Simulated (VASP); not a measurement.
# CdSe (Fm-3m) in VASP: a series of runs, part 2 of 2

VASP 6.6.1. Earlier steps stand in the parts before.

## Step 5: Single point, PBE0

This run uses another cell than the first one, of 22.79 Å³/atom.

POSCAR

```
CdSe
1.0
    0.0000000000      2.8351159683      2.8351159683
    2.8351159683      0.0000000000      2.8351159683
    2.8351159683      2.8351159683      0.0000000000
Cd Se
1 1
Direct
    0.0000000000      0.0000000000      0.0000000000
    0.5000000000      0.5000000000      0.5000000000
```

INCAR.step1

```
SYSTEM = CdSe
ALGO = Normal ; EDIFF = 1E-5
ENCUT = 520 ; GGA = PE
ISIF = 2 ; ISMEAR = -1
LASPH = .True. ; LCHARG = .False.
LREAL = .False. ; LWAVE = .True.
NBANDS = 16 ; NELM = 100
PREC = Accurate ; SIGMA = 0.05
```

INCAR.step2

```
SYSTEM = CdSe
AEXX = 0.25 ; ALGO = Normal
EDIFF = 1E-7 ; ENCUT = 520
GGA = PE ; ISIF = 2
ISMEAR = -1 ; ISTART = 1
LASPH = .True. ; LCHARG = .False.
LHFCALC = .True. ; LREAL = .False.
LWAVE = .False. ; NBANDS = 16
NELM = 100 ; PREC = Accurate
PRECFOCK = Normal ; SIGMA = 0.05
```

KPOINTS

```
k-points
0
Gamma
  4 4 4
  0 0 0
```

Potentials or basis: VASP PAW PBE potentials, release 64 (Cd, Se).

On the command line:

```console
$ cat potpaw_PBE.64/Cd/POTCAR potpaw_PBE.64/Se/POTCAR > POTCAR
$ cp INCAR.step1 INCAR
$ mpirun -np 1 vasp_std > vasp.out
$ cp INCAR.step2 INCAR
$ mpirun -np 1 vasp_std > vasp.out
```

OUTCAR:

```text
SYSTEM = CdSe
   AEXX = 0.25
   EDIFF = 1E-7
   ENCUT = 520
   GGA = PE
   ISIF = 2
   ISMEAR = -1
   ISTART = 1
   LASPH = .True.
   LHFCALC = .True.
   LREAL = .False.
   NELM = 100
   PREC = Accurate
   PRECFOCK = Normal

 ion  position               nearest neighbor table
   1  0.000  0.000  0.000-   2 2.84   2 2.84   2 2.84   2 2.84   2 2.84   2 2.84
   2  0.500  0.500  0.500-   1 2.84   1 2.84   1 2.84   1 2.84   1 2.84   1 2.84

  LATTYP: Found a face centered cubic cell.
 ALAT       =     5.6702319366

  Lattice vectors:

 A1 = (   0.0000000000,   2.8351159683,   2.8351159683)
 A2 = (   2.8351159683,   0.0000000000,   2.8351159683)
 A3 = (   2.8351159683,   2.8351159683,   0.0000000000)

Analysis of symmetry for initial positions (statically):
=====================================================================
 Subroutine PRICEL returns:
 Original cell was already a primitive cell.

 Routine SETGRP: Setting up the symmetry group for a
 face centered cubic supercell.

 Subroutine GETGRP returns: Found 48 space group operations
 (whereof 48 operations were pure point group operations)
[... 154 lines left out ...]

 E-fermi :   2.2562     XC(G=0):  -8.0364

 val. band max:        1.6761052544   @ k =   0.5000   0.0000   0.0000
 cond. band min:       2.7837083904   @ k =   0.5000   0.5000   0.0000
 fundamental gap:      1.1076031361
 Fermi energy:         2.2561628007

 k-point     1 :       0.0000    0.0000    0.0000
  band No.  band energies     occupation
      1     -12.6277      2.00000
      2      -7.7012      2.00000
      3      -7.7012      2.00000
      4      -7.6619      2.00000
      5      -7.6619      2.00000
      6      -7.6619      2.00000
[... 129 lines left out ...]
      3      -7.6501      2.00000
      4      -7.6501      2.00000
      5      -7.4588      2.00000
      6      -6.9773      2.00000
[... 8 lines left out ...]
     15      16.1132      0.00000
     16      18.8868      0.00000

------------------------ aborting loop because EDIFF is reached ----------------------------------------

  FORCE on cell =-STRESS in cart. coord.  units (eV):
  Direction    XX          YY          ZZ          XY          YZ          ZX
  --------------------------------------------------------------------------------------
  -------------------------------------------------------------------------------------
  Total        0.3149812      0.3149812      0.3149812     -0.0000000      0.0000000      0.0000000
  in kB       11.0726782     11.0726782     11.0726782     -0.0000000      0.0000000      0.0000000
  external PRESSURE =      11.0726782 kB  Pullay stress =       0.0000000 kB

 VOLUME and BASIS-vectors are now :
 -----------------------------------------------------------------------------
  energy-cutoff  :      520.00
  volume of cell :       45.58
      direct lattice vectors                 reciprocal lattice vectors
     0.000000000  2.835115968  2.835115968    -0.176359629  0.176359629  0.176359629
     2.835115968  0.000000000  2.835115968     0.176359629 -0.176359629  0.176359629
     2.835115968  2.835115968  0.000000000     0.176359629  0.176359629 -0.176359629

 POSITION                                       TOTAL-FORCE (eV/Angst)
 -----------------------------------------------------------------------------------
      0.00000      0.00000      0.00000        -0.000000     -0.000000     -0.000000
      2.83512      2.83512      2.83512         0.000000      0.000000      0.000000
 -----------------------------------------------------------------------------------
    total drift:                               -0.000000     -0.000000      0.000000

  FREE ENERGIE OF THE ION-ELECTRON SYSTEM (eV)
  ---------------------------------------------------
  free  energy   TOTEN  =        -7.0306538282 eV

  energy  without entropy=       -7.0306508393  energy(sigma->0) =       -7.03065233
```

OSZICAR.step1:

```text
N       E                     dE             d eps       ncg     rms          rms(c)
DAV:   1     0.100017567558E+03    0.10002E+03   -0.86504E+03   264   0.102E+03
DAV:   2    -0.227568516438E+01   -0.10229E+03   -0.94996E+02   320   0.246E+02
DAV:   3    -0.552418803652E+01   -0.32485E+01   -0.32449E+01   328   0.449E+01
DAV:   4    -0.553273585062E+01   -0.85478E-02   -0.85477E-02   304   0.237E+00
DAV:   5    -0.553277375154E+01   -0.37901E-04   -0.37901E-04   344   0.142E-01    0.589E+00
DAV:   6    -0.512725274016E+01    0.40552E+00   -0.60066E-01   336   0.937E+00    0.471E+00
DAV:   7    -0.511243912060E+01    0.14814E-01   -0.10017E-01   256   0.227E+00    0.227E+00
DAV:   8    -0.511220133560E+01    0.23779E-03   -0.98697E-03   304   0.107E+00    0.164E-01
DAV:   9    -0.511218605705E+01    0.15279E-04   -0.69851E-04   296   0.264E-01    0.603E-02
DAV:  10    -0.511221968824E+01   -0.33631E-04   -0.45407E-05   312   0.758E-02    0.327E-02
DAV:  11    -0.511223210832E+01   -0.12420E-04   -0.12775E-05   240   0.334E-02    0.744E-03
DAV:  12    -0.511223255396E+01   -0.44564E-06   -0.58667E-07   152   0.760E-03
   1 F= -.51122326E+01 E0= -.51071092E+01  d E =-.102467E-01
```

Wall time 7.9 min (1 thread of Intel Xeon Platinum 8259CL at 2.50GHz (Skylake/Cascade Lake), shared host); peak memory 0.18 GiB.

Results:

* Free energy: -7.0307 eV
* Pressure: 1.1 GPa
* Band gap on the k mesh: 1.11 eV (least direct gap 2.55 eV)

Caveat: the k points lie up to 0.48 Å⁻¹ apart; the PAW data sets were made with another functional, which shifts forces and pressure a little. A k mesh can miss the band edges.

## Step 6: Single point, PBE0

This run uses another cell than the first one, of 23.26 Å³/atom.

POSCAR

```
CdSe
1.0
    0.0000000000      2.8546691101      2.8546691101
    2.8546691101      0.0000000000      2.8546691101
    2.8546691101      2.8546691101      0.0000000000
Cd Se
1 1
Direct
    0.0000000000      0.0000000000      0.0000000000
    0.5000000000      0.5000000000      0.5000000000
```

INCAR.step1

```
PREC = Accurate
ENCUT = 520
EDIFF = 1E-5
ISMEAR = -1
SIGMA = 0.05
LREAL = F
LASPH = T
NELM = 80
ALGO = Normal
ISIF = 2
LWAVE = T
LCHARG = F
NBANDS = 16
GGA = PE
```

INCAR.step2

```
PREC = Accurate
ENCUT = 520
EDIFF = 1E-7
ISMEAR = -1
SIGMA = 0.05
LREAL = F
LASPH = T
NELM = 80
ALGO = Normal
ISIF = 2
LWAVE = F
LCHARG = F
GGA = PE
LHFCALC = T
AEXX = 0.25
PRECFOCK = Normal
NBANDS = 16
ISTART = 1
```

KPOINTS

```
Automatic mesh
0
Gamma
  4 4 4
```

Potentials or basis: VASP PAW PBE potentials, release 64 (Cd, Se).

On the command line:

```console
$ cat potpaw_PBE.64/Cd/POTCAR potpaw_PBE.64/Se/POTCAR > POTCAR
$ cp INCAR.step1 INCAR
$ mpirun -np 1 vasp_std > vasp.out
$ cp INCAR.step2 INCAR
$ mpirun -np 1 vasp_std > vasp.out
```

OUTCAR:

```text
PREC = Accurate
   ENCUT = 520
   EDIFF = 1E-7
   ISMEAR = -1
   LREAL = F
   LASPH = T
   NELM = 80
   ISIF = 2
   GGA = PE
   LHFCALC = T
   AEXX = 0.25
   PRECFOCK = Normal
   ISTART = 1

 ion  position               nearest neighbor table
   1  0.000  0.000  0.000-   2 2.85   2 2.85   2 2.85   2 2.85   2 2.85   2 2.85
   2  0.500  0.500  0.500-   1 2.85   1 2.85   1 2.85   1 2.85   1 2.85   1 2.85

  LATTYP: Found a face centered cubic cell.
 ALAT       =     5.7093382202

  Lattice vectors:

 A1 = (   0.0000000000,   2.8546691101,   2.8546691101)
 A2 = (   2.8546691101,   0.0000000000,   2.8546691101)
 A3 = (   2.8546691101,   2.8546691101,   0.0000000000)

Analysis of symmetry for initial positions (statically):
=====================================================================
 Subroutine PRICEL returns:
 Original cell was already a primitive cell.

 Routine SETGRP: Setting up the symmetry group for a
 face centered cubic supercell.

 Subroutine GETGRP returns: Found 48 space group operations
 (whereof 48 operations were pure point group operations)
 out of a pool of 48 trial point group operations.

The static configuration has the point symmetry O_h .

Analysis of symmetry for dynamics (positions and initial velocities):
=====================================================================
 Subroutine PRICEL returns:
 Original cell was already a primitive cell.

 Routine SETGRP: Setting up the symmetry group for a
 face centered cubic supercell.

 Subroutine GETGRP returns: Found 48 space group operations
 (whereof 48 operations were pure point group operations)
 out of a pool of 48 trial point group operations.

The dynamic configuration has the point symmetry O_h .

 Subroutine INISYM returns: Found 48 space group operations
 (whereof 48 operations are pure point group operations),
 and found     1 'primitive' translations

----------------------------------------------------------------------------------------

                                     Primitive cell

  volume of cell :      46.5262

  direct lattice vectors                    reciprocal lattice vectors
     0.000000000  2.854669110  2.854669110    -0.175151648  0.175151648  0.175151648
     2.854669110  0.000000000  2.854669110     0.175151648 -0.175151648  0.175151648
     2.854669110  2.854669110  0.000000000     0.175151648  0.175151648 -0.175151648

  length of vectors
     4.037111772  4.037111772  4.037111772     0.303371554  0.303371554  0.303371554

  position of ions in fractional coordinates (direct lattice)
     0.000000000  0.000000000  0.000000000
     0.500000000  0.500000000  0.500000000

  ion indices of the primitive-cell ions
   primitive index   ion index
                 1           1
                 2           2

----------------------------------------------------------------------------------------

 KPOINTS: Automatic mesh

Automatic generation of k-mesh.
 Grid dimensions read from file:
 generate k-points for:    4    4    4

 Generating k-lattice:

  Cartesian coordinates                     Fractional coordinates (reciprocal lattice)
    -0.043787912  0.043787912  0.043787912     0.250000000  0.000000000  0.000000000
     0.043787912 -0.043787912  0.043787912     0.000000000  0.250000000  0.000000000
     0.043787912  0.043787912 -0.043787912     0.000000000  0.000000000  0.250000000

  Length of vectors
     0.075842888  0.075842888  0.075842888

  Shift w.r.t. Gamma in fractional coordinates (k-lattice)
     0.000000000  0.000000000  0.000000000

 Subroutine IBZKPT returns following result:
 ===========================================

 Found      8 irreducible k-points:

 Following reciprocal coordinates:
            Coordinates               Weight
  0.000000  0.000000  0.000000      1.000000
  0.250000  0.000000  0.000000      8.000000
  0.500000  0.000000  0.000000      4.000000
  0.250000  0.250000  0.000000      6.000000
  0.500000  0.250000  0.000000     24.000000
 -0.250000  0.250000  0.000000     12.000000
  0.500000  0.500000  0.000000      3.000000
 -0.250000  0.500000  0.250000      6.000000
   k-points           NKPTS =      8   k-points in BZ     NKDIM =     64   number of bands    NBANDS=     16
   number of dos      NEDOS =    301   number of ions     NIONS =      2
   total plane-waves  NPLWV =  27000
   dimension x,y,z NGX =    30 NGY =   30 NGZ =   30
   dimension x,y,z NGXF=    60 NGYF=   60 NGZF=   60
   ions per type =               1   1
   NGX,Y,Z   is equivalent  to a cutoff of  12.35, 12.35, 12.35 a.u.
   NGXF,Y,Z  is equivalent  to a cutoff of  24.71, 24.71, 24.71 a.u.
 SYSTEM =  unknown system
   PREC   = accura    normal or accurate (medium, high low for compatibility)
   ISTART =      1    job   : 0-new  1-cont  2-samecut
   ICHARG =      0    charge: 1-file 2-atom 10-const
   ISPIN  =      1    spin polarized calculation?
   LNONCOLLINEAR =      F non collinear calculations
   LSORBIT =      F    spin-orbit coupling
   LASPH  =      T    aspherical Exc in radial PAW
   ENCUT  =  520.0 eV  38.22 Ry    6.18 a.u.   7.51  7.51  7.51*2*pi/ulx,y,z
   NELM   =     80;   NELMIN=  2; NELMDL=  0     # of ELM steps
   EDIFF  = 0.1E-06   stopping-criterion for ELM
   LREAL  =      F    real-space projection
   EDIFFG = 0.1E-05   stopping-criterion for IOM
   NSW    =      0    number of steps for IOM
   IBRION =     -1    ionic relax: 0-MD 1-quasi-New 2-CG
   NFREE  =      0    steps in history (QN), initial steepest desc. (CG)
   ISIF   =      2    stress and relaxation
   ISYM   =      3    0-nonsym 1-usesym 2-fastsym
   POTIM  = 0.5000    time-step for ionic-motion
   TEBEG  =    0.0;   TEEND  =   0.0 temperature during run
   PSTRESS=    0.0 pullay stress
   NELECT =      18.0000    total number of electrons
   NUPDOWN=      -1.0000    fix difference up-down
   EMIN   =  10.00;   EMAX   =-10.00  energy-range for DOS
   EFERMI =   0.00;   METHOD = LEGACY
   ISMEAR =    -1;   SIGMA  =   0.05  broadening in eV -4-tet -1-fermi 0-gaus
   EFERMI_NEDOS =   21; number of points for ismear=-14 and -15
   IALGO  =     38    algorithm
   IMIX   =      1    mixing-type and parameters
     AMIX     =   0.40;   BMIX     =  1.00
     AMIX_MAG =   1.60;   BMIX_MAG =  1.00
  volume/ion in A,a.u.               =      23.26       156.99
  Fermi-wavevector in a.u.,A,eV,Ry     =   1.192889  2.254233 19.360862  1.422983
  Thomas-Fermi vector in A             =   2.328916
   LORBIT       =      0    0 simple, 1 ext, 2 COOP (PROOUT), +10 PAW based schemes
   GGA     = PE    functional components
   LHFCALC =     T    Hartree Fock is set to
   PRECFOCK=normal    Normal, Fast or Accurate (Low or Medium for compatibility)
   ENCUT4O =  -1.0   cutoff for four orbital integrals eV
   NKREDX  =     1    reduce k-point grid by
   NKREDY  =     1    reduce k-point grid by
   NKREDZ  =     1    reduce k-point grid by
   AEXX    =    0.2500 exact exchange contribution
   HFSCREEN=    0.0000 screening length (either q_TF or 0.3 A-1)
   HFSCREENC=   0.0000 screening length for correlation (either q_TF or 0.3 A-1)
   ENCUTFOCK=  -1.0 apply spherical cutoff to Coloumb kernel
   IVDW    =     0    specifies the selected vdW correction
   LEPSILON=     F    determine dielectric tensor
   LRPA    =     F    only Hartree local field effects (RPA)
 non-spin polarized calculation
  energy-cutoff  :      520.00
  volume of cell :       46.53
 maximum number of plane-waves:      1283
  NGX = 24; NGY = 24; NGZ = 24

 number of electron      18.0000003 magnetization

 Free energy of the ion-electron system (eV)
  ---------------------------------------------------
  ext. energy  EPLUGINS =         0.00000000
  ---------------------------------------------------
  free energy    TOTEN  =        -7.03285014 eV

  energy without entropy =       -7.03284708  energy(sigma->0) =       -7.03284861

 E-fermi :   2.0690     XC(G=0):  -7.9601

 val. band max:        1.4894589513   @ k =   0.5000   0.0000   0.0000
 cond. band min:       2.5953315426   @ k =   0.5000   0.5000   0.0000
 fundamental gap:      1.1058725913
 Fermi energy:         2.0689853421

 k-point     1 :       0.0000    0.0000    0.0000
  band No.  band energies     occupation
      1     -12.6711      2.00000
      2      -7.8526      2.00000
      3      -7.8526      2.00000
      4      -7.8150      2.00000
      5      -7.8150      2.00000
      6      -7.8150      2.00000
[... 129 lines left out ...]
      3      -7.8019      2.00000
      4      -7.8019      2.00000
      5      -7.6244      2.00000
      6      -7.1714      2.00000
[... 8 lines left out ...]
     15      15.7670      0.00000
     16      18.6138      0.00000

------------------------ aborting loop because EDIFF is reached ----------------------------------------

  FORCE on cell =-STRESS in cart. coord.  units (eV):
  Direction    XX          YY          ZZ          XY          YZ          ZX
  --------------------------------------------------------------------------------------
  -------------------------------------------------------------------------------------
  Total       -0.1043621     -0.1043621     -0.1043621      0.0000000      0.0000000      0.0000000
  in kB       -3.5938191     -3.5938191     -3.5938191      0.0000000      0.0000000      0.0000000
  external PRESSURE =      -3.5938191 kB  Pullay stress =       0.0000000 kB

 VOLUME and BASIS-vectors are now :
 -----------------------------------------------------------------------------
  energy-cutoff  :      520.00
  volume of cell :       46.53
      direct lattice vectors                 reciprocal lattice vectors
     0.000000000  2.854669110  2.854669110    -0.175151648  0.175151648  0.175151648
     2.854669110  0.000000000  2.854669110     0.175151648 -0.175151648  0.175151648
     2.854669110  2.854669110  0.000000000     0.175151648  0.175151648 -0.175151648

 POSITION                                       TOTAL-FORCE (eV/Angst)
 -----------------------------------------------------------------------------------
      0.00000      0.00000      0.00000        -0.000000      0.000000     -0.000000
      2.85467      2.85467      2.85467         0.000000      0.000000      0.000000
 -----------------------------------------------------------------------------------
    total drift:                               -0.000000     -0.000000     -0.000000

  FREE ENERGIE OF THE ION-ELECTRON SYSTEM (eV)
  ---------------------------------------------------
  free  energy   TOTEN  =        -7.0328501357 eV

  energy  without entropy=       -7.0328470751  energy(sigma->0) =       -7.03284861
```

OSZICAR.step1:

```text
N       E                     dE             d eps       ncg     rms          rms(c)
DAV:   1     0.111975733728E+03    0.11198E+03   -0.88153E+03   256   0.102E+03
DAV:   2    -0.131386891790E+01   -0.11329E+03   -0.10524E+03   312   0.253E+02
DAV:   3    -0.553959426277E+01   -0.42257E+01   -0.42180E+01   312   0.505E+01
DAV:   4    -0.555284089426E+01   -0.13247E-01   -0.13246E-01   312   0.292E+00
DAV:   5    -0.555289255877E+01   -0.51665E-04   -0.51664E-04   320   0.165E-01    0.562E+00
DAV:   6    -0.514099761582E+01    0.41189E+00   -0.61134E-01   312   0.924E+00    0.453E+00
DAV:   7    -0.512659728389E+01    0.14400E-01   -0.96569E-02   256   0.224E+00    0.220E+00
DAV:   8    -0.512624204366E+01    0.35524E-03   -0.94488E-03   304   0.104E+00    0.159E-01
DAV:   9    -0.512624911523E+01   -0.70716E-05   -0.64770E-04   312   0.249E-01    0.532E-02
DAV:  10    -0.512628313660E+01   -0.34021E-04   -0.42724E-05   304   0.726E-02    0.344E-02
DAV:  11    -0.512629583103E+01   -0.12694E-04   -0.12710E-05   240   0.323E-02    0.776E-03
DAV:  12    -0.512629622680E+01   -0.39578E-06   -0.38729E-07   128   0.587E-03
   1 F= -.51262962E+01 E0= -.51209668E+01  d E =-.106589E-01
```

It took 7.8 min on 1 thread of Intel Xeon Platinum 8259CL at 2.50GHz (Skylake/Cascade Lake), shared host; peak memory 0.19 GiB.

Results:

| Property | Result |
| --- | --- |
| Free energy | -7.0329 eV |
| Pressure | -0.4 GPa |
| Band gap on the k mesh | 1.11 eV (least direct gap 2.42 eV) |

Caveat: the k points lie up to 0.48 Å⁻¹ apart; the PAW data sets were made with another functional, which shifts forces and pressure a little. A k mesh can miss the band edges.

## Step 7: Overview

```tsv
level	cell	share of exact exchange	gap on the mesh (eV)	pressure (GPa)
r2SCAN50	a = 4.064 Å, angles 60.0°, 2 atoms	0.5	2.95	-3.6
HF	a = 4.064 Å, angles 60.0°, 2 atoms	1	6.65	3.4
PBE0	a = 3.981 Å, angles 60.0°, 2 atoms	0.25	1.11	2.7
PBE0	a = 4.009 Å, angles 60.0°, 2 atoms	0.25	1.11	1.1
PBE0	a = 4.037 Å, angles 60.0°, 2 atoms	0.25	1.11	-0.4
```

Alike in all rows: task single point; potentials or basis VASP PAW PBE potentials, release 64 (Cd, Se); no spin polarisation; k mesh 4 × 4 × 4; cutoff (eV) 520; smearing fermi-dirac 0.05 eV.

Caveats: all runs use coarse meshes; the PAW data sets were made with another functional, which shifts forces and pressure a little.

Absolute energies hang on the potentials; compare differences alone.
